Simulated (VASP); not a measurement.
# HfB (R-3m) in VASP: further runs

The runs below take HfB through single point, with PBE.

All numbers are computed with VASP 6.6.1; they aren't measurements. Logs are shortened: lines on timing, memory, paths and dates and some standing lists are left out, and cuts for length are marked.

## (1) The cell of the first run

Symmetry: R-3m, No. 166, trigonal system. Conventional cell: a = 4.438 Å, b = 4.438 Å, c = 4.784 Å, α = 90.00°, β = 90.00°, γ = 120.00°. Hf (site symmetry -3m) has 8 B at 2.39 to 2.68 Å and 6 Hf at 3.02 Å within 3.2 Å. B (site symmetry -3m) has 8 Hf at 2.39 to 2.68 Å and 6 B at 3.02 Å within 3.2 Å.

The cell was built from a structure type or drawn by symmetry, and may not be a known phase.

## (2) Single point, PBE

INCAR reads:

```
SYSTEM = HfB
PREC = Accurate
ENCUT = 520
EDIFF = 1E-6
ISMEAR = 0
SIGMA = 0.1
LREAL = .False.
LASPH = .True.
NELM = 80
ALGO = Normal
ISIF = 2
LWAVE = .False.
LCHARG = .False.
GGA = PE
NBANDS = 14
```

KPOINTS reads:

```
regular mesh
0
Gamma
  6 6 6
  0 0 0
```

POSCAR reads:

```
HfB
1.0
    2.2189043821      1.2810850405      1.5946705568
   -2.2189043821      1.2810850405      1.5946705568
    0.0000000000     -2.5621700865      1.5946705524
Hf B
1 1
Direct
    0.5000000000      0.5000000000      0.5000000000
    0.0000000000      0.0000000000      0.0000000000
```

Potentials or basis: VASP PAW PBE potentials, release 64 (Hf_pv, B).

The run is started by

```
$ cat potpaw_PBE.64/Hf_pv/POTCAR potpaw_PBE.64/B/POTCAR > POTCAR
$ mpirun -np 1 vasp_std > vasp.out
```

OUTCAR:

```text
SYSTEM = HfB
   PREC = Accurate
   ENCUT = 520
   EDIFF = 1E-6
   ISMEAR = 0
   LREAL = .False.
   LASPH = .True.
   NELM = 80
   ISIF = 2
   GGA = PE

 ion  position               nearest neighbor table
   1  0.500  0.500  0.500-   2 2.39   2 2.39   2 2.68   2 2.68   2 2.68   2 2.68   2 2.68   2 2.68

   2  0.000  0.000  0.000-   1 2.39   1 2.39   1 2.68   1 2.68   1 2.68   1 2.68   1 2.68   1 2.68

  LATTYP: Found a trigonal (rhomboedric) cell.
 ALAT       =     3.0178949158
 COS(alpha) =    -0.0811823430

  Lattice vectors:

 A1 = (   2.2189043821,   1.2810850405,   1.5946705568)
 A2 = (  -2.2189043821,   1.2810850405,   1.5946705568)
 A3 = (   0.0000000000,  -2.5621700865,   1.5946705524)

Analysis of symmetry for initial positions (statically):
=====================================================================
 Subroutine PRICEL returns:
 Original cell was already a primitive cell.

 Routine SETGRP: Setting up the symmetry group for a
 trigonal (rhombohedral) supercell.

 Subroutine GETGRP returns: Found 12 space group operations
 (whereof 12 operations were pure point group operations)
 out of a pool of 12 trial point group operations.

The static configuration has the point symmetry D_3d.

Analysis of symmetry for dynamics (positions and initial velocities):
=====================================================================
 Subroutine PRICEL returns:
 Original cell was already a primitive cell.

 Routine SETGRP: Setting up the symmetry group for a
 trigonal (rhombohedral) supercell.

 Subroutine GETGRP returns: Found 12 space group operations
 (whereof 12 operations were pure point group operations)
 out of a pool of 12 trial point group operations.

The dynamic configuration has the point symmetry D_3d.

 Subroutine INISYM returns: Found 12 space group operations
 (whereof 12 operations are pure point group operations),
 and found     1 'primitive' translations

----------------------------------------------------------------------------------------

                                     Primitive cell

  volume of cell :      27.1981

  direct lattice vectors                    reciprocal lattice vectors
     2.218904382  1.281085041  1.594670557     0.225336434  0.130098050  0.209029591
    -2.218904382  1.281085041  1.594670557    -0.225336434  0.130098050  0.209029591
     0.000000000 -2.562170087  1.594670552     0.000000000 -0.260196101  0.209029590

  length of vectors
     3.017894916  3.017894916  3.017894916     0.333759466  0.333759466  0.333759466

  position of ions in fractional coordinates (direct lattice)
     0.500000000  0.500000000  0.500000000
     0.000000000  0.000000000  0.000000000

  ion indices of the primitive-cell ions
   primitive index   ion index
                 1           1
                 2           2

----------------------------------------------------------------------------------------

 KPOINTS: regular mesh

Automatic generation of k-mesh.
 Grid dimensions read from file:
 generate k-points for:    6    6    6

 Generating k-lattice:

  Cartesian coordinates                     Fractional coordinates (reciprocal lattice)
     0.037556072  0.021683008  0.034838265     0.166666667  0.000000000  0.000000000
    -0.037556072  0.021683008  0.034838265     0.000000000  0.166666667  0.000000000
     0.000000000 -0.043366017  0.034838265     0.000000000  0.000000000  0.166666667

  Length of vectors
     0.055626578  0.055626578  0.055626578

  Shift w.r.t. Gamma in fractional coordinates (k-lattice)
     0.000000000  0.000000000  0.000000000

 Subroutine IBZKPT returns following result:
 ===========================================

 Found     32 irreducible k-points:

 Following reciprocal coordinates:
            Coordinates               Weight
  0.000000  0.000000  0.000000      1.000000
  0.166667  0.000000  0.000000      6.000000
  0.333333  0.000000  0.000000      6.000000
  0.500000  0.000000  0.000000      3.000000
  0.166667  0.166667  0.000000      6.000000
  0.333333  0.166667  0.000000     12.000000
[... 16 lines left out ...]
  0.500000  0.500000  0.166667      6.000000
 -0.333333  0.500000  0.166667     12.000000
 [... further k-points ...]
   k-points           NKPTS =     32   k-points in BZ     NKDIM =     32   number of bands    NBANDS=     14
   number of dos      NEDOS =    301   number of ions     NIONS =      2
   total plane-waves  NPLWV =  13824
   dimension x,y,z NGX =    24 NGY =   24 NGZ =   24
   dimension x,y,z NGXF=    48 NGYF=   48 NGZF=   48
   ions per type =               1   1
   NGX,Y,Z   is equivalent  to a cutoff of  13.22, 13.22, 13.22 a.u.
   NGXF,Y,Z  is equivalent  to a cutoff of  26.44, 26.44, 26.44 a.u.
 SYSTEM =  HfB
   PREC   = accura    normal or accurate (medium, high low for compatibility)
   ISTART =      0    job   : 0-new  1-cont  2-samecut
   ICHARG =      2    charge: 1-file 2-atom 10-const
   ISPIN  =      1    spin polarized calculation?
   LNONCOLLINEAR =      F non collinear calculations
   LSORBIT =      F    spin-orbit coupling
   LASPH  =      T    aspherical Exc in radial PAW
   ENCUT  =  520.0 eV  38.22 Ry    6.18 a.u.   5.61  5.61  5.61*2*pi/ulx,y,z
   NELM   =     80;   NELMIN=  2; NELMDL= -5     # of ELM steps
   EDIFF  = 0.1E-05   stopping-criterion for ELM
   LREAL  =      F    real-space projection
   EDIFFG = 0.1E-04   stopping-criterion for IOM
   NSW    =      0    number of steps for IOM
   IBRION =     -1    ionic relax: 0-MD 1-quasi-New 2-CG
   NFREE  =      0    steps in history (QN), initial steepest desc. (CG)
   ISIF   =      2    stress and relaxation
   ISYM   =      2    0-nonsym 1-usesym 2-fastsym
   POTIM  = 0.5000    time-step for ionic-motion
   TEBEG  =    0.0;   TEEND  =   0.0 temperature during run
   PSTRESS=    0.0 pullay stress
   NELECT =      13.0000    total number of electrons
   NUPDOWN=      -1.0000    fix difference up-down
   EMIN   =  10.00;   EMAX   =-10.00  energy-range for DOS
   EFERMI =   0.00;   METHOD = LEGACY
   ISMEAR =     0;   SIGMA  =   0.10  broadening in eV -4-tet -1-fermi 0-gaus
   EFERMI_NEDOS =   21; number of points for ismear=-14 and -15
   IALGO  =     38    algorithm
   IMIX   =      4    mixing-type and parameters
     AMIX     =   0.40;   BMIX     =  1.00
     AMIX_MAG =   1.60;   BMIX_MAG =  1.00
  volume/ion in A,a.u.               =      13.60        91.77
  Fermi-wavevector in a.u.,A,eV,Ry     =   1.279999  2.418848 22.291757  1.638398
  Thomas-Fermi vector in A             =   2.412452
   LORBIT       =      0    0 simple, 1 ext, 2 COOP (PROOUT), +10 PAW based schemes
   GGA     = PE    functional components
   LHFCALC =     F    Hartree Fock is set to
   AEXX    =    0.0000 exact exchange contribution
   IVDW    =     0    specifies the selected vdW correction
   LEPSILON=     F    determine dielectric tensor
   LRPA    =     F    only Hartree local field effects (RPA)
 non-spin polarized calculation
 Gauss-broadening in eV      SIGMA  =   0.10
  energy-cutoff  :      520.00
  volume of cell :       27.20
 maximum number of plane-waves:       750
 NGX is ok and might be reduce to    24
   NGX = 11   NGY = 11   NGZ = 11

 number of electron      12.9999997 magnetization

 Free energy of the ion-electron system (eV)
  ---------------------------------------------------
  ext. energy  EPLUGINS =         0.00000000
  ---------------------------------------------------
  free energy    TOTEN  =       -16.40009625 eV

  energy without entropy =      -16.38965082  energy(sigma->0) =      -16.39487354

 E-fermi :   5.7488     XC(G=0): -11.9072

 val. band max:        5.7345843566   @ k =   0.3333   0.3333   0.3333
 cond. band min:       5.8104889579   @ k =   0.5000   0.3333   0.0000
 fundamental gap:      0.0759046013
 Fermi energy:         5.7488070322

 k-point     1 :       0.0000    0.0000    0.0000
  band No.  band energies     occupation
      1     -24.2344      2.00000
      2     -24.2117      2.00000
      3     -24.2117      2.00000
      4      -4.7101      2.00000
      5       4.2325      2.00000
      6       4.2325      2.00000
      7       8.4043      0.00000
      8       8.4115      0.00000
      9       8.4115      0.00000
     10      10.2247      0.00000
     11      11.2620      0.00000
     12      11.2620      0.00000
     13      16.0334      0.00000
     14      19.1144      0.00000

 k-point     2 :       0.1667    0.0000    0.0000
  band No.  band energies     occupation
      1     -24.4108      2.00000
      2     -24.2092      2.00000
      3     -24.1963      2.00000
      4      -4.1310      2.00000
      5       3.8341      2.00000
      6       4.4173      2.00000
      7       7.0427      0.00000
      8       7.8234      0.00000
      9       8.3631      0.00000
     10      11.0240      0.00000
     11      11.8424      0.00000
     12      12.3543      0.00000
     13      16.8164      0.00000
     14      19.1156      0.00000

 k-point     3 :       0.3333    0.0000    0.0000
  band No.  band energies     occupation
      1     -24.7757      2.00000
      2     -24.1737      2.00000
      3     -24.1652      2.00000
      4      -2.6015      2.00000
      5       1.9270      2.00000
      6       4.7273      2.00000
      7       5.5832      1.98084
      8       7.1219      0.00000
      9      10.4023      0.00000
     10      11.3611      0.00000
     11      13.0062      0.00000
     12      14.4467      0.00000
     13      16.3298      0.00000
     14      17.9380      0.00000

 k-point     4 :       0.5000    0.0000    0.0000
  band No.  band energies     occupation
      1     -24.9501      2.00000
      2     -24.1557      2.00000
      3     -24.1496      2.00000
      4      -0.5929      2.00000
      5      -0.3445      2.00000
      6       4.7975      2.00000
      7       5.0145      2.00000
      8       7.0078      0.00000
      9      11.2945      0.00000
     10      13.0968      0.00000
     11      13.7910      0.00000
     12      15.1010      0.00000
     13      15.9338      0.00000
     14      16.6996      0.00000

 k-point     5 :       0.1667    0.1667    0.0000
  band No.  band energies     occupation
      1     -24.4040      2.00000
      2     -24.3877      2.00000
      3     -24.1860      2.00000
      4      -3.4651      2.00000
      5       3.8661      2.00000
      6       3.8677      2.00000
      7       6.0483      0.00002
      8       7.7484      0.00000
      9       9.4587      0.00000
     10      10.8044      0.00000
     11      11.3859      0.00000
[... 276 lines left out ...]
 k-point    22 :      -0.1667    0.3333    0.1667
  band No.  band energies     occupation
      1     -24.7282      2.00000
      2     -24.3462      2.00000
      3     -24.3085      2.00000
      4      -1.9184      2.00000
      5       2.4023      2.00000
      6       4.0898      2.00000
      7       5.7244      1.26970
      8       7.2191      0.00000
      9       8.6262      0.00000
     10      11.4849      0.00000
     11      12.2210      0.00000
     12      14.4671      0.00000
     13      17.6005      0.00000
     14      18.9920      0.00000

 k-point    23 :       0.5000    0.5000    0.1667
  band No.  band energies     occupation
      1     -24.8674      2.00000
      2     -24.7571      2.00000
      3     -24.2578      2.00000
      4      -0.9638      2.00000
      5       2.7254      2.00000
      6       3.3148      2.00000
      7       5.6517      1.83048
      8       7.4466      0.00000
      9       9.4707      0.00000
     10      10.4213      0.00000
     11      13.6367      0.00000
     12      14.3544      0.00000
     13      16.2810      0.00000
     14      18.6677      0.00000

 k-point    24 :      -0.3333    0.5000    0.1667
  band No.  band energies     occupation
      1     -24.8503      2.00000
      2     -24.6386      2.00000
      3     -24.2699      2.00000
      4      -0.7619      2.00000
      5       2.0131      2.00000
      6       3.1497      2.00000
      7       6.0891      0.00000
      8       7.6330      0.00000
      9       9.3368      0.00000
     10       9.6729      0.00000
     11      13.3680      0.00000
     12      14.8044      0.00000
     13      17.4783      0.00000
     14      18.2705      0.00000

 [... further k-points ...]

------------------------ aborting loop because EDIFF is reached ----------------------------------------

  FORCE on cell =-STRESS in cart. coord.  units (eV):
  Direction    XX          YY          ZZ          XY          YZ          ZX
  --------------------------------------------------------------------------------------
  -------------------------------------------------------------------------------------
  Total       -0.1114498     -0.1114498     -0.0069583      0.0000000     -0.0000000      0.0000000
  in kB       -6.5652448     -6.5652448     -0.4098980      0.0000000     -0.0000000      0.0000000
  external PRESSURE =      -4.5134625 kB  Pullay stress =       0.0000000 kB

 VOLUME and BASIS-vectors are now :
 -----------------------------------------------------------------------------
  energy-cutoff  :      520.00
  volume of cell :       27.20
      direct lattice vectors                 reciprocal lattice vectors
     2.218904382  1.281085041  1.594670557     0.225336434  0.130098050  0.209029591
    -2.218904382  1.281085041  1.594670557    -0.225336434  0.130098050  0.209029591
     0.000000000 -2.562170087  1.594670552     0.000000000 -0.260196101  0.209029590

 POSITION                                       TOTAL-FORCE (eV/Angst)
 -----------------------------------------------------------------------------------
      0.00000     -0.00000      2.39201         0.000000     -0.000000     -0.000000
      0.00000      0.00000      0.00000        -0.000000      0.000000      0.000000
 -----------------------------------------------------------------------------------
    total drift:                                0.000000      0.000000     -0.000000

  FREE ENERGIE OF THE ION-ELECTRON SYSTEM (eV)
  ---------------------------------------------------
  free  energy   TOTEN  =       -16.4000962540 eV

  energy  without entropy=      -16.3896508184  energy(sigma->0) =      -16.39487354
```

Wall time 7.4 s (1 thread of Intel Xeon 8259CL, shared host); peak memory 0.14 GiB.

What came out:

```
Free energy            : -16.4001 eV
Pressure               : -0.5 GPa
Band gap on the k mesh : zero (an odd number of electrons rules out a gap without spin polarisation)
```

Stress tensor (GPa, compression positive):
```
-0.66  0.00  0.00
 0.00 -0.66  0.00
 0.00  0.00 -0.04
```

Caveat: spin-orbit coupling is left out, which moves the levels of the heavy elements.

## (3) Single point, PBE

This run uses another cell than the first one, of 14.39 Å³/atom.

INCAR reads:

```
SYSTEM = HfB
ALGO = Normal ; EDIFF = 1E-7
ENCUT = 520 ; GGA = PE
ISIF = 2 ; ISMEAR = 0
LASPH = .True. ; LCHARG = .False.
LREAL = .False. ; LWAVE = .False.
NBANDS = 14 ; NELM = 80
PREC = Accurate ; SIGMA = 0.1
```

KPOINTS reads:

```
k-points
0
Gamma
  6 6 6
  0 0 0
```

POSCAR reads:

```
HfB
1.0
    2.3802001400      1.3742091900      1.4660514100
   -2.3802001400      1.3742091900      1.4660514100
    0.0000000000     -2.7484183900      1.4660514100
Hf B
1 1
Direct
    0.5000000000      0.5000000000      0.5000000000
    0.0000000000      0.0000000000      0.0000000000
```

Potentials or basis: VASP PAW PBE potentials, release 64 (Hf_pv, B).

The run is started by

```
$ cat potpaw_PBE.64/Hf_pv/POTCAR potpaw_PBE.64/B/POTCAR > POTCAR
$ mpirun -np 1 vasp_std > vasp.out
```

Run time: 11 s. Hardware: 1 thread of Intel Xeon 8259CL, shared host; peak memory 0.14 GiB.

It converged, with:

* Free energy: -15.9807 eV
* Pressure: -0.4 GPa
* Band gap on the k mesh: zero (an odd number of electrons rules out a gap without spin polarisation)

Stress tensor (GPa, compression positive):
```
-14.70   0.00   0.00
  0.00 -14.70   0.00
  0.00   0.00  28.31
```

Levels at points of the mesh, in eV from the Fermi level:
| k point | band 3 | band 4 | band 5 | band 6 | band 7 | band 8 | band 9 | band 10 | band 11 | band 12 |
| --- | --- | --- | --- | --- | --- | --- | --- | --- | --- | --- |
| (0.00, 0.00, 0.00) | -29.76 | -9.79 | -0.67 | -0.67 | 2.62 | 2.91 | 2.91 | 3.25 | 4.99 | 4.99 |
| (0.50, 0.00, 0.00) | -29.73 | -5.66 | -5.45 | -1.24 | -1.01 | 3.49 | 4.64 | 6.64 | 7.80 | 9.32 |
| (0.50, 0.50, 0.00) | -29.72 | -6.69 | -2.21 | -0.92 | -0.01 | 2.39 | 3.10 | 3.85 | 7.30 | 8.44 |
| (0.50, 0.50, 0.50) | -30.05 | -4.13 | -4.13 | -3.47 | -2.52 | 5.74 | 5.74 | 7.11 | 7.11 | 9.90 |

Caveat: spin-orbit coupling is left out, which moves the levels of the heavy elements.
